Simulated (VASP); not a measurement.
Zr4O:

```
Zr O
1.0
     4.15281    0.00000    0.00000
     0.00000    4.15281    0.00000
     0.00000    0.00000    4.15281
Zr O
4 1
Direct
  0.50000 0.50000 0.50000
  0.00000 0.50000 0.50000
  0.50000 0.00000 0.50000
  0.50000 0.50000 0.00000
  0.00000 0.00000 0.00000
```

- Program: VASP 6.6.1
- Task: relaxation of cell and atoms
- Functional: PBE
- Potentials or basis: VASP PAW PBE potentials, release 64 (Zr_sv, O)
- Cutoff: 600 eV
- k mesh: 4 × 4 × 4
- Occupations: gaussian, width 0.1 eV
- Spin: no spin polarisation

At the start: pressure 116.2 GPa; volume 14.32 Å³/atom.

**Question.** How do energy, volume and symmetry change on relaxing?

**Answer.** Over 5 steps the energy falls by 2539.4 meV/atom and the volume is 26.36 Å³/atom (+84.0 %); space group Pm-3m (No. 221, to 0.05 Å).

The path:
```csv
step,energy change (eV),largest force (eV/Å),pressure (GPa),volume (Å³)
1,0.0000,0.0000,116.24,71.62
2,-4.8715,0.0000,-15.37,242.37
3,-12.6814,0.0000,-1.49,135.11
4,-12.6938,0.0000,-0.68,133.29
5,-12.6969,0.0000,0.01,131.80
```

Final structure:
```cif
data_structure
_symmetry_space_group_name_H-M 'P 1'
_symmetry_Int_Tables_number 1
_cell_length_a 5.0891
_cell_length_b 5.0891
_cell_length_c 5.0891
_cell_angle_alpha 90.000
_cell_angle_beta 90.000
_cell_angle_gamma 90.000
_cell_volume 131.80
loop_
_atom_site_label
_atom_site_type_symbol
_atom_site_fract_x
_atom_site_fract_y
_atom_site_fract_z
_atom_site_occupancy
Zr1 Zr 0.50000 0.50000 0.50000 1
Zr2 Zr 0.00000 0.50000 0.50000 1
Zr3 Zr 0.50000 0.00000 0.50000 1
Zr4 Zr 0.50000 0.50000 0.00000 1
O1 O 0.00000 0.00000 0.00000 1
```

Caveat: the k points lie up to 0.31 Å⁻¹ apart in the final cell; the volume moved by over 15 % at a fixed basis, so the end points are rough.
